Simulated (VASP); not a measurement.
Wanted: the native input for a VASP 6.6.1 run.

- Task: relaxation of shape and atoms at fixed volume
- Functional: LDA
- Potentials or basis: VASP PAW LDA potentials, release 64 (Li_sv, Pb_d)
- Cutoff: 600 eV
- k mesh: 12 × 12 × 12
- Occupations: fermi-dirac, width 0.15 eV
- Spin: no spin polarisation
- Dipole correction: no
- Further INCAR settings: ALGO = Fast; EDIFF = 1e-06; IBRION = 2; EDIFFG = -0.001; NSW = 80; ISIF = 4

The structure of LiPb lies in POSCAR:

```
LiPb
1.0
    2.4341676573      1.4053673522      1.9875650899
   -2.4341676573      1.4053673522      1.9875650899
    0.0000000000     -2.8107347044      1.9875650899
Li Pb
1 1
Direct
    0.5000000000      0.5000000000      0.5000000000
    0.0000000000      0.0000000000      0.0000000000
```

This cell differs from its parent crystal: volume scaled by 0.98.

These files were run (other wordings do the same):

INCAR

```
SYSTEM = LiPb
PREC     = Accurate       ! precision mode
ENCUT    = 600            ! plane-wave cutoff, eV
EDIFF    = 1E-6           ! SCF threshold, eV
ISMEAR   = -1             ! smearing method
SIGMA    = 0.15           ! smearing width, eV
LREAL    = .False.        ! projectors in reciprocal space
LASPH    = .True.         ! aspherical terms in the spheres
NELM     = 100            ! most SCF steps
ALGO     = Fast           ! electronic algorithm
ISIF     = 4              ! what is computed and relaxed
LWAVE    = .False.        ! write WAVECAR
LCHARG   = .False.        ! write CHGCAR
IBRION   = 2              ! ionic algorithm
NSW      = 80             ! ionic steps
EDIFFG   = -0.001         ! ionic threshold
```

KPOINTS

```
Automatic mesh
0
Gamma
  12 12 12
  0 0 0
```

Potentials or basis: VASP PAW LDA potentials, release 64 (Li_sv, Pb_d).

Command:

```bash
$ cat potpaw_LDA.64/Li_sv/POTCAR potpaw_LDA.64/Pb_d/POTCAR > POTCAR
$ mpirun -np 1 vasp_std > vasp.out
```

It gave:

The pressure after relaxing is 0.8 GPa.

Caveat: the cutoff is under 1.25 times the usual one of these potentials, so pressure, stress and relaxed cells hold a basis-set (Pulay) error; the relaxation stopped at its first step, so nothing moved.

Wall time 2.8 min on 1 thread of Oxide Virtual Turin-like Processor, with other jobs on the host, peak memory 0.2 GiB.
